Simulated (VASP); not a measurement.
Here is a VASP 6.6.1 calculation.

The input INCAR:

```
SYSTEM = Sb
  ALGO = Normal
  EDIFF = 1E-8
  ENCUT = 400
  GGA = PS
  GGA_COMPAT = .FALSE.
  ISIF = 2
  ISMEAR = -1
  LASPH = .TRUE.
  LCHARG = .FALSE.
  LEFG = .TRUE.
  LREAL = .FALSE.
  LWAVE = .FALSE.
  NBANDS = 22
  NELM = 120
  PREC = Accurate
  SIGMA = 0.05
```

The input KPOINTS:

```
k-points
0
G
  9 9 9
  0 0 0
```

POSCAR

```
Sb
1.0
    2.1215346023      1.2248685738      3.6933992025
   -2.1215346023      1.2248685738      3.6933992025
    0.0000000000     -2.4497371474      3.6933992025
Sb
2
Direct
    0.2336400000      0.2336400000      0.2336400000
    0.7663600000      0.7663600000      0.7663600000
```

Potentials or basis: VASP PAW PBE potentials, release 64 (Sb_d_GW).

Run with:

```sh
$ cat potpaw_PBE.64/Sb_d_GW/POTCAR > POTCAR
$ mpirun -np 1 vasp_std > vasp.out
```

Task: What does it give for the largest force?

Result: 0.373 eV/Å.

Task: What does it give for the pressure?

Result: 2.8 GPa.

Task: Estimate the band gap on the k mesh.

Result: Zero (bands 15 and 16 overlap by 0.03 eV).

Stress tensor (GPa, compression positive):
```
3.08 0.00 0.00
0.00 3.08 0.00
0.00 0.00 2.12
```

Caveat: without QUAD_EFG the Cq values of the log hold for a quadrupole moment of 1 mb, not for the nuclei; the PAW data sets were made with another functional, which shifts forces and pressure a little; spin-orbit coupling is left out, which moves the levels of the heavy elements.
